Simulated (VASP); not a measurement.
Input of a VASP 6.6.1 run:

INCAR

```
SYSTEM = GaB2As3
PREC = Accurate ; ENCUT = 520
EDIFF = 1E-6 ; ISMEAR = 0
SIGMA = 0.1 ; LREAL = .False.
LASPH = .True. ; NELM = 80
ALGO = Normal ; ISIF = 2
LWAVE = .False. ; LCHARG = .False.
GGA = PE ; NBANDS = 46
```

Contents of KPOINTS:

```
regular mesh
0
Gamma
  3 3 4
  0 0 0
```

The input POSCAR:

```
GaB2As3
1.0
    5.3970918181     -3.1207672093      0.0000000000
    5.3970918181      3.1207672093      0.0000000000
    0.0000000000      0.0000000000      5.9194821550
Ga B As
2 4 6
Direct
    0.8306357239      0.1693642761      0.5002545675
    0.1693642761      0.8306357239      1.0002545675
    0.1718489325      0.4831695314      0.4983920977
    0.5168304686      0.8281510675      0.4983920977
    0.4831695314      0.1718489325      0.9983920977
    0.8281510675      0.5168304686      0.9983920977
    0.1604270175      0.4657832687      0.8582766755
    0.7860909683      0.2139090317      0.9084078561
    0.5342167313      0.8395729825      0.8582766755
    0.4657832687      0.1604270175      0.3582766755
    0.2139090317      0.7860909683      0.4084078561
    0.8395729825      0.5342167313      0.3582766755
```

Potentials or basis: VASP PAW PBE potentials, release 64 (Ga_d, B, As).

The run is started by

```console
$ cat potpaw_PBE.64/Ga_d/POTCAR potpaw_PBE.64/B/POTCAR potpaw_PBE.64/As/POTCAR > POTCAR
$ mpirun -np 1 vasp_std > vasp.out
```

Estimate the largest force.

0.015 eV/Å.

Estimate the pressure.

0.3 GPa.

Predict the band gap on the k mesh.

1.05 eV, indirect (least direct gap 1.18 eV).

Stress tensor (GPa, compression positive):
```
0.38 0.00 0.00
0.00 0.24 0.00
0.00 0.00 0.25
```

A k mesh can miss the band edges. A hybrid or GW would open this gap; PBE tends to underestimate it.
